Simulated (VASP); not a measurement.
Write the native input for VASP 6.6.1 that does the following.

| Property | Result |
| --- | --- |
| Task | single point |
| Functional | PBEsol |
| Potentials or basis | VASP PAW PBE potentials, release 64 (Mn_pv, S) |
| Cutoff | 520 eV |
| k mesh | 6 × 6 × 2 |
| Occupations | gaussian, width 0.05 eV |
| Spin | collinear spin, ferrimagnetic start |
| Starting moments | [4.31, -0.87, 4.31, -0.87, 0.02, 0.02, 0.02, 0.02] μB |
| Hubbard terms | Mn d U = 4.0 eV |
| Dipole correction | no |
| Further INCAR settings | ALGO = Normal; EDIFF = 1e-07; NBANDS = 52 |

The structure of MnS lies in POSCAR:

```
MnS
1.0
    3.9760016100      0.0000000000      0.0000000000
   -1.9880008000      3.4433184000      0.0000000000
    0.0000000000      0.0000000000     12.8640010000
Mn S
4 4
Direct
    0.3333333333      0.6666666667      0.0000000000
    0.6666666667      0.3333333333      0.2500000000
    0.3333333333      0.6666666667      0.5000000000
    0.6666666667      0.3333333333      0.7500000000
    0.3333333333      0.6666666667      0.1925000000
    0.6666666667      0.3333333333      0.4425000000
    0.3333333333      0.6666666667      0.6925000000
    0.6666666667      0.3333333333      0.9425000000
```

These files were run (other wordings do the same):

INCAR

```
SYSTEM = MnS
PREC = Accurate ; ENCUT = 520
EDIFF = 1E-7 ; ISMEAR = 0
SIGMA = 0.05 ; LREAL = .False.
LASPH = .True. ; NELM = 150
ALGO = Normal ; ISIF = 2
LWAVE = .False. ; LCHARG = .False.
ISPIN = 2 ; MAGMOM = 4.31 -0.87 4.31 -0.87 0.02 0.02 0.02 0.02
LORBIT = 11 ; LMAXMIX = 4
LDAU = .True. ; LDAUTYPE = 2
LDAUL = 2 -1 ; LDAUU = 4 0
LDAUJ = 0 0 ; LDAUPRINT = 1
GGA = PS ; NBANDS = 52
```

KPOINTS

```
Automatic mesh
0
Gamma
  6 6 2
  0 0 0
```

Potentials or basis: VASP PAW PBE potentials, release 64 (Mn_pv, S).

Run with:

```sh
$ cat potpaw_PBE.64/Mn_pv/POTCAR potpaw_PBE.64/S/POTCAR > POTCAR
$ mpirun -np 1 vasp_std > vasp.out
```

It gave:

```
Pressure                                              : 1.1 GPa
Largest force                                         : 0.342 eV/Å
Band gap on the k mesh                                : 2.15 eV
Net moment                                            : 0.00 μB per cell
Site moments                                          : Mn +4.51, -4.51 (each value once); S -0.01, +0.01 (each value once) μB
Valence electrons inside the program's atomic spheres : Mn 11.37; S 3.77
```

Caveat: the PAW data sets were made with another functional, which shifts forces and pressure a little.

Run time: 4.6 min on 1 thread of Intel(R) Xeon(R) Platinum 8488C (Sapphire Rapids) (shared host), peak memory 0.44 GiB.
